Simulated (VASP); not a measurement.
Here is a VASP 6.6.1 calculation.

File INCAR:

```
SYSTEM = C
PREC = Accurate ; ENCUT = 600
EDIFF = 1E-6 ; ISMEAR = -1
SIGMA = 0.05 ; LREAL = .False.
LASPH = .True. ; NELM = 60
ALGO = Normal ; ISIF = 3
LWAVE = .False. ; LCHARG = .False.
GGA = B5 ; ALDAX = 1.0
AGGAX = 1.0 ; AGGAC = 1.0
ALDAC = 0.0 ; IBRION = 2
NSW = 80 ; EDIFFG = -0.01
```

Contents of KPOINTS:

```
regular mesh
0
Gamma
  13 13 13
  0 0 0
```

The input POSCAR:

```
C
1.0
    0.0000000000      1.7833700000      1.7833700000
    1.7833700000      0.0000000000      1.7833700000
    1.7833700000      1.7833700000      0.0000000000
C
2
Direct
    0.7500000000      0.7500000000      0.7500000000
    0.5000000000      0.5000000000      0.5000000000
```

Potentials or basis: VASP PAW PBE potentials, release 64 (C).

Launch:

```sh
$ cat potpaw_PBE.64/C/POTCAR > POTCAR
$ mpirun -np 1 vasp_std > vasp.out
```

Q: What does it give for the space group after relaxing (to 0.05 Å)?

A: Fd-3m (No. 227).

Q: What does it give for the relaxed volume?

A: 5.82 Å³/atom.

Q: Predict the relaxed cell.

A: a = 2.544 Å, b = 2.544 Å, c = 2.544 Å, α = 60.00°, β = 60.00°, γ = 60.00°.

The path:
```tsv
step	energy change (eV)	largest force (eV/Å)	pressure (GPa)	volume (Å³)
1	0.0000	0.0000	11.08	11.34
2	0.0031	0.0000	-11.55	12.00
3	-0.0101	0.0000	-0.06	11.64
```

Caveat: the PAW data sets were made with another functional, which shifts forces and pressure a little.

The cell as given is a measured one (5.67 Å³/atom); BLYP puts the equilibrium volume +2.7 % from it, thermal expansion not counted.
